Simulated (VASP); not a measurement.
Set up this calculation in VASP 6.6.1, as the native input.

- Task: single point
- Functional: r2SCAN
- Potentials or basis: VASP PAW PBE potentials, release 64 (N)
- Cutoff: 520 eV
- k mesh: 6 × 6 × 4
- Occupations: gaussian, width 0.05 eV
- Spin: collinear spin, ferromagnetic start
- Starting moments: [3.2, 3.2] μB
- Dipole correction: no
- Further INCAR settings: ALGO = Normal; EDIFF = 1e-07; NBANDS = 16

The system is N.

```
N
1.0
     3.62900    0.00000    0.00000
    -1.81450    3.14281    0.00000
     0.00000    0.00000    5.89000
N
2
Direct
  0.30260 0.64417 0.23302
  0.66667 0.33333 0.75000
```

This cell differs from its parent crystal: atom 1 (N) moved by (-0.100, -0.100) A along [1 1 0] and z.

One way to write it, as run:

POSCAR

```
N
1.0
    3.6290016496      0.0000000000      0.0000000000
   -1.8145008248      3.1428076190      0.0000000000
    0.0000000000      0.0000000000      5.8900000000
N
2
Direct
    0.3025988455      0.6441674600      0.2330220713
    0.6666666667      0.3333333333      0.7500000000
```

INCAR.step1

```
  PREC = Accurate
  ENCUT = 520
  ISMEAR = 0
  SIGMA = 0.05
  LREAL = False
  LASPH = True
  NELM = 150
  ISPIN = 2
  MAGMOM = 3.2 3.2
  NBANDS = 16
  GGA = PE
  ALGO = Normal
  EDIFF = 1E-4
  LWAVE = True
  LCHARG = False
```

INCAR.step2

```
  PREC = Accurate
  ENCUT = 520
  EDIFF = 1E-7
  ISMEAR = 0
  SIGMA = 0.05
  LREAL = False
  LASPH = True
  NELM = 150
  ALGO = Normal
  ISIF = 2
  LWAVE = False
  LCHARG = True
  ISPIN = 2
  MAGMOM = 3.2 3.2
  LORBIT = 11
  METAGGA = R2SCAN
  LMIXTAU = True
  LELF = True
  LVHAR = True
  NBANDS = 16
  ISTART = 1
```

KPOINTS

```
Automatic mesh
0
Gamma
  6 6 4
```

Potentials or basis: VASP PAW PBE potentials, release 64 (N).

Launch:

```bash
$ cat potpaw_PBE.64/N/POTCAR > POTCAR
$ cp INCAR.step1 INCAR
$ mpirun -np 1 vasp_std > vasp.out
$ cp INCAR.step2 INCAR
$ mpirun -np 1 vasp_std > vasp.out
```

Results of the run:

```yaml
Pressure: 0.2 GPa
Largest_force: 0.024 eV/Å
Band_gap_on_the_k_mesh: 3.92 eV
Net_moment: 6.00 μB per cell
Site_moments: N +1.99 μB
Valence_electrons_inside_the_program's_atomic_spheres: N 3.30
```

Caveat: the cell differs from its parent crystal (atom 1 (N) moved by (-0.100, -0.100) A along [1 1 0] and z); the nearest neighbours stand farther apart than a usual bond; the PAW data sets were made with another functional, which shifts forces and pressure a little.

It took 5.4 min on 1 thread of AMD EPYC 9R45 96-Core Processor (Zen 5) (shared host), peak memory 0.26 GiB.
